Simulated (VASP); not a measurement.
A run of VASP 6.6.1 is set up as follows.

File INCAR:

```
SYSTEM = AlGa2P3
ALGO = Normal
EDIFF = 1E-6
ENCUT = 520
GGA = PE
ISIF = 2
ISMEAR = 0
LASPH = .True.
LCHARG = .True.
LELF = .True.
LREAL = .False.
LVHAR = .True.
LWAVE = .False.
NBANDS = 31
NELM = 100
PREC = Accurate
SIGMA = 0.02
```

File KPOINTS:

```
k-points
0
Gamma
  10 10 10
  0 0 0
```

Contents of POSCAR:

```
AlGa2P3
1.0
   -1.9079157024      1.9079157024      8.0862402364
    1.9079157024     -1.9079157024      8.0862402364
    1.9079157024      1.9079157024     -8.0862402364
Al Ga P
1 2 3
Direct
    0.5000000000      0.5000000000      0.0000000000
    0.8332667772      0.8332667772      0.0000000000
    0.1667332228      0.1667332228      0.0000000000
    0.4168945936      0.9168945936      0.5000000000
    0.0831054064      0.5831054064      0.5000000000
    0.7500000000      0.2500000000      0.5000000000
```

Potentials or basis: VASP PAW PBE potentials, release 64 (Al, Ga_d, P).

Launch:

```bash
$ cat potpaw_PBE.64/Al/POTCAR potpaw_PBE.64/Ga_d/POTCAR potpaw_PBE.64/P/POTCAR > POTCAR
$ mpirun -np 1 vasp_std > vasp.out
```

**Question.** Predict the band gap on the k mesh.

**Answer.** 1.55 eV (least direct gap 1.75 eV).

**Question.** What does it give for the pressure?

**Answer.** 5.5 GPa.

Caveat: the cell stands under pressure. A k mesh can miss the band edges.
